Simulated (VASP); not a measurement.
# SiC (Moissanite) (P6_3mc) in VASP: further runs

SiC (Moissanite) is run at these levels: PBE; tasks: single point.

Everything below comes from runs of VASP 6.6.1. Logs are shortened: lines on timing, memory, paths and dates and some standing lists are left out, and cuts for length are marked.

## 1. The cell of the first run

It takes space group P6_3mc (No. 186, hexagonal). Conventional cell: a = 3.024 Å, b = 3.024 Å, c = 4.962 Å, α = 90.00°, β = 90.00°, γ = 120.00°. Within 2.4 Å of Si (site symmetry 3m) lie 4 C at 1.84 to 1.91 Å. C (site symmetry 3m) has 4 Si at 1.84 to 1.91 Å within 2.4 Å.

## 2. Single point, PBE

The input, INCAR:

```
PREC = Accurate
ENCUT = 520
EDIFF = 1E-6
ISMEAR = -1
SIGMA = 0.05
LREAL = F
LASPH = T
NELM = 100
ALGO = Normal
ISIF = 2
LWAVE = F
LCHARG = F
GGA = PE
NBANDS = 16
```

The input, KPOINTS:

```
Automatic mesh
0
Gamma
  12 12 4
```

The input, POSCAR:

```
SiC
1.0
    3.0238543330      0.0000000000      0.0000000000
   -1.5119271665      2.6187346677      0.0000000000
    0.0000000000      0.0000000000      4.9624241459
Si C
2 2
Direct
    0.3333333333      0.6666666667      0.0000000000
    0.6666666667      0.3333333333      0.5000000000
    0.3333333333      0.6666666667      0.3850000000
    0.6666666667      0.3333333333      0.8850000000
```

Potentials or basis: VASP PAW PBE potentials, release 64 (Si, C).

Command:

```console
$ cat potpaw_PBE.64/Si/POTCAR potpaw_PBE.64/C/POTCAR > POTCAR
$ mpirun -np 1 vasp_std > vasp.out
```

OUTCAR:

```text
PREC = Accurate
   ENCUT = 520
   EDIFF = 1E-6
   ISMEAR = -1
   LREAL = F
   LASPH = T
   NELM = 100
   ISIF = 2
   GGA = PE

 ion  position               nearest neighbor table
   1  0.333  0.667  0.000-   4 1.84   4 1.84   4 1.84   3 1.91   2 3.03   2 3.03   2 3.03   2 3.03
                             2 3.03   2 3.03
   2  0.667  0.333  0.500-   3 1.84   3 1.84   3 1.84   4 1.91   1 3.03   1 3.03   1 3.03   1 3.03
                             1 3.03   1 3.03
   3  0.333  0.667  0.385-   2 1.84   2 1.84   2 1.84   1 1.91
   4  0.667  0.333  0.885-   1 1.84   1 1.84   1 1.84   2 1.91

  LATTYP: Found a hexagonal cell.
 ALAT       =     3.0238543330
 C/A-ratio  =     1.6410923277

  Lattice vectors:

 A1 = (   3.0238543330,   0.0000000000,   0.0000000000)
 A2 = (  -1.5119271665,   2.6187346677,   0.0000000000)
 A3 = (   0.0000000000,   0.0000000000,   4.9624241459)

Analysis of symmetry for initial positions (statically):
=====================================================================
 Subroutine PRICEL returns:
 Original cell was already a primitive cell.

 Routine SETGRP: Setting up the symmetry group for a
 hexagonal supercell.

 Subroutine GETGRP returns: Found 12 space group operations
 (whereof  6 operations were pure point group operations)
 out of a pool of 24 trial point group operations.

The static configuration has the point symmetry C_3v.
 The point group associated with its full space group is C_6v.

Analysis of symmetry for dynamics (positions and initial velocities):
=====================================================================
 Subroutine PRICEL returns:
 Original cell was already a primitive cell.

 Routine SETGRP: Setting up the symmetry group for a
 hexagonal supercell.

 Subroutine GETGRP returns: Found 12 space group operations
 (whereof  6 operations were pure point group operations)
 out of a pool of 24 trial point group operations.

The dynamic configuration has the point symmetry C_3v.
 The point group associated with its full space group is C_6v.

 Subroutine INISYM returns: Found 12 space group operations
 (whereof  6 operations are pure point group operations),
 and found     1 'primitive' translations

----------------------------------------------------------------------------------------

                                     Primitive cell

  volume of cell :      39.2958

  direct lattice vectors                    reciprocal lattice vectors
     3.023854333  0.000000000  0.000000000     0.330703761  0.190931905  0.000000000
    -1.511927167  2.618734668  0.000000000     0.000000000  0.381863811  0.000000000
     0.000000000  0.000000000  4.962424146     0.000000000  0.000000000  0.201514415

  length of vectors
     3.023854333  3.023854331  4.962424146     0.381863811  0.381863811  0.201514415

  position of ions in fractional coordinates (direct lattice)
     0.333333333  0.666666667  0.000000000
     0.666666667  0.333333333  0.500000000
     0.333333333  0.666666667  0.385000000
     0.666666667  0.333333333  0.885000000

  ion indices of the primitive-cell ions
   primitive index   ion index
                 1           1
                 2           2
                 3           3
                 4           4

----------------------------------------------------------------------------------------

 KPOINTS: Automatic mesh

Automatic generation of k-mesh.
 Grid dimensions read from file:
 generate k-points for:   12   12    4

 Generating k-lattice:

  Cartesian coordinates                     Fractional coordinates (reciprocal lattice)
     0.027558647  0.015910992  0.000000000     0.083333333  0.000000000  0.000000000
     0.000000000  0.031821984  0.000000000     0.000000000  0.083333333  0.000000000
     0.000000000  0.000000000  0.050378604     0.000000000  0.000000000  0.250000000

  Length of vectors
     0.031821984  0.031821984  0.050378604

  Shift w.r.t. Gamma in fractional coordinates (k-lattice)
     0.000000000  0.000000000  0.000000000

 Subroutine IBZKPT returns following result:
 ===========================================

 Found     57 irreducible k-points:

 Following reciprocal coordinates:
            Coordinates               Weight
  0.000000  0.000000  0.000000      1.000000
  0.083333 -0.000000  0.000000      6.000000
  0.166667  0.000000  0.000000      6.000000
  0.250000  0.000000  0.000000      6.000000
  0.333333  0.000000  0.000000      6.000000
  0.416667 -0.000000  0.000000      6.000000
[... 16 lines left out ...]
  0.250000  0.000000  0.250000     12.000000
  0.333333  0.000000  0.250000     12.000000
 [... further k-points ...]
   k-points           NKPTS =     57   k-points in BZ     NKDIM =     57   number of bands    NBANDS=     16
   number of dos      NEDOS =    301   number of ions     NIONS =      4
   total plane-waves  NPLWV =  23040
   dimension x,y,z NGX =    24 NGY =   24 NGZ =   40
   dimension x,y,z NGXF=    48 NGYF=   48 NGZF=   80
   ions per type =               2   2
   NGX,Y,Z   is equivalent  to a cutoff of  13.19, 13.19, 13.40 a.u.
   NGXF,Y,Z  is equivalent  to a cutoff of  26.39, 26.39, 26.80 a.u.
 SYSTEM =  unknown system
   PREC   = accura    normal or accurate (medium, high low for compatibility)
   ISTART =      0    job   : 0-new  1-cont  2-samecut
   ICHARG =      2    charge: 1-file 2-atom 10-const
   ISPIN  =      1    spin polarized calculation?
   LNONCOLLINEAR =      F non collinear calculations
   LSORBIT =      F    spin-orbit coupling
   LASPH  =      T    aspherical Exc in radial PAW
   ENCUT  =  520.0 eV  38.22 Ry    6.18 a.u.   5.62  5.62  9.23*2*pi/ulx,y,z
   NELM   =    100;   NELMIN=  2; NELMDL= -5     # of ELM steps
   EDIFF  = 0.1E-05   stopping-criterion for ELM
   LREAL  =      F    real-space projection
   EDIFFG = 0.1E-04   stopping-criterion for IOM
   NSW    =      0    number of steps for IOM
   IBRION =     -1    ionic relax: 0-MD 1-quasi-New 2-CG
   NFREE  =      0    steps in history (QN), initial steepest desc. (CG)
   ISIF   =      2    stress and relaxation
   ISYM   =      2    0-nonsym 1-usesym 2-fastsym
   POTIM  = 0.5000    time-step for ionic-motion
   TEBEG  =    0.0;   TEEND  =   0.0 temperature during run
   PSTRESS=    0.0 pullay stress
   NELECT =      16.0000    total number of electrons
   NUPDOWN=      -1.0000    fix difference up-down
   EMIN   =  10.00;   EMAX   =-10.00  energy-range for DOS
   EFERMI =   0.00;   METHOD = LEGACY
   ISMEAR =    -1;   SIGMA  =   0.05  broadening in eV -4-tet -1-fermi 0-gaus
   EFERMI_NEDOS =   21; number of points for ismear=-14 and -15
   IALGO  =     38    algorithm
   IMIX   =      4    mixing-type and parameters
     AMIX     =   0.40;   BMIX     =  1.00
     AMIX_MAG =   1.60;   BMIX_MAG =  1.00
  volume/ion in A,a.u.               =       9.82        66.30
  Fermi-wavevector in a.u.,A,eV,Ry     =   1.213387  2.292969 20.031973  1.472309
  Thomas-Fermi vector in A             =   2.348841
   LORBIT       =      0    0 simple, 1 ext, 2 COOP (PROOUT), +10 PAW based schemes
   GGA     = PE    functional components
   LHFCALC =     F    Hartree Fock is set to
   AEXX    =    0.0000 exact exchange contribution
   IVDW    =     0    specifies the selected vdW correction
   LEPSILON=     F    determine dielectric tensor
   LRPA    =     F    only Hartree local field effects (RPA)
 non-spin polarized calculation
  energy-cutoff  :      520.00
  volume of cell :       39.30
 maximum number of plane-waves:      1099
 NGX is ok and might be reduce to    24
   NGX = 11   NGY = 11   NGZ = 19

 number of electron      15.9999999 magnetization

 Free energy of the ion-electron system (eV)
  ---------------------------------------------------
  ext. energy  EPLUGINS =         0.00000000
  ---------------------------------------------------
  free energy    TOTEN  =       -29.94081618 eV

  energy without entropy =      -29.94081618  energy(sigma->0) =      -29.94081618

 E-fermi :   9.9352     XC(G=0): -11.5738

 val. band max:        8.9995552855   @ k =   0.0000   0.0000   0.0000
 cond. band min:      11.2259612414   @ k =   0.3333   0.3333   0.0000
 fundamental gap:      2.2264059560
 Fermi energy:         9.9352089977

 k-point     1 :       0.0000    0.0000    0.0000
  band No.  band energies     occupation
      1      -7.1379      2.00000
      2      -3.4363      2.00000
      3      -0.0019      2.00000
      4       7.4207      2.00000
      5       7.4207      2.00000
      6       8.7272      2.00000
[... 8 lines left out ...]
     15      18.0695      0.00000
     16      20.7273      0.00000

 k-point     2 :       0.0833   -0.0000    0.0000
  band No.  band energies     occupation
      1      -7.0123      2.00000
      2      -3.3285      2.00000
      3       0.1167      2.00000
      4       6.7335      2.00000
      5       7.2027      2.00000
      6       8.2825      2.00000
[... 8 lines left out ...]
     15      18.3877      0.00000
     16      19.5069      0.00000

 k-point     3 :       0.1667    0.0000    0.0000
  band No.  band energies     occupation
      1      -6.6384      2.00000
      2      -3.0141      2.00000
      3       0.4649      2.00000
      4       5.2123      2.00000
      5       6.7108      2.00000
      6       7.1708      2.00000
[... 8 lines left out ...]
     15      18.5712      0.00000
     16      19.0229      0.00000

 k-point     4 :       0.2500    0.0000    0.0000
  band No.  band energies     occupation
      1      -6.0273      2.00000
      2      -2.5291      2.00000
      3       1.0026      2.00000
      4       3.5200      2.00000
      5       5.7690      2.00000
      6       6.1777      2.00000
[... 8 lines left out ...]
     15      19.1703      0.00000
     16      19.8679      0.00000
[... 324 lines left out ...]
 k-point    22 :       0.1667    0.0000    0.2500
  band No.  band energies     occupation
      1      -6.3258      2.00000
      2      -4.0333      2.00000
      3       1.9429      2.00000
      4       5.4879      2.00000
      5       6.4668      2.00000
      6       6.9146      2.00000
[... 8 lines left out ...]
     15      18.6821      0.00000
     16      19.8856      0.00000

 k-point    23 :       0.2500    0.0000    0.2500
  band No.  band energies     occupation
      1      -5.7196      2.00000
      2      -3.4865      2.00000
      3       2.2014      2.00000
      4       4.0157      2.00000
      5       5.0454      2.00000
      6       6.3981      2.00000
[... 8 lines left out ...]
     15      19.8093      0.00000
     16      20.3168      0.00000

 k-point    24 :       0.3333    0.0000    0.2500
  band No.  band energies     occupation
      1      -4.9076      2.00000
      2      -2.8038      2.00000
      3       1.5344      2.00000
      4       3.4325      2.00000
      5       3.8122      2.00000
      6       5.9674      2.00000
[... 8 lines left out ...]
     15      20.9417      0.00000
     16      21.0884      0.00000

 [... further k-points ...]

------------------------ aborting loop because EDIFF is reached ----------------------------------------

  FORCE on cell =-STRESS in cart. coord.  units (eV):
  Direction    XX          YY          ZZ          XY          YZ          ZX
  --------------------------------------------------------------------------------------
  -------------------------------------------------------------------------------------
  Total        4.6277397      4.6277397      2.8679488      0.0000000      0.0000000      0.0000000
  in kB      188.6832108    188.6832106    116.9326329      0.0000000      0.0000000      0.0000000
  external PRESSURE =     164.7663514 kB  Pullay stress =       0.0000000 kB

 VOLUME and BASIS-vectors are now :
 -----------------------------------------------------------------------------
  energy-cutoff  :      520.00
  volume of cell :       39.30
      direct lattice vectors                 reciprocal lattice vectors
     3.023854333  0.000000000  0.000000000     0.330703761  0.190931905  0.000000000
    -1.511927167  2.618734668  0.000000000     0.000000000  0.381863811  0.000000000
     0.000000000  0.000000000  4.962424146     0.000000000  0.000000000  0.201514415

 POSITION                                       TOTAL-FORCE (eV/Angst)
 -----------------------------------------------------------------------------------
     -0.00000      1.74582      0.00000        -0.000000     -0.000000      0.835311
      1.51193      0.87291      2.48121         0.000000     -0.000000      0.835311
     -0.00000      1.74582      1.91053         0.000000      0.000000     -0.835311
      1.51193      0.87291      4.39175        -0.000000     -0.000000     -0.835311
 -----------------------------------------------------------------------------------
    total drift:                                0.000000      0.000000     -0.000145

  FREE ENERGIE OF THE ION-ELECTRON SYSTEM (eV)
  ---------------------------------------------------
  free  energy   TOTEN  =       -29.9408161785 eV

  energy  without entropy=      -29.9408161784  energy(sigma->0) =      -29.94081618
```

Run time: 19 s. Hardware: 1 thread of Intel Xeon Platinum 8488C (Sapphire Rapids), shared host; peak memory 0.17 GiB.

Results:

```yaml
Free_energy: -29.9408 eV
Pressure: 16.5 GPa
Largest_force: 0.835 eV/Å
Band_gap_on_the_k_mesh: 2.23 eV, indirect (least direct gap 4.18 eV)
```

Forces on the atoms (eV/Å):
```
Si   0.000  0.000  0.835
Si   0.000  0.000  0.835
C    0.000  0.000 -0.835
C    0.000  0.000 -0.835
```

A k mesh can miss the band edges. As with any semilocal functional, this PBE gap is likely too small.

(Continued in part 2 of 2.)
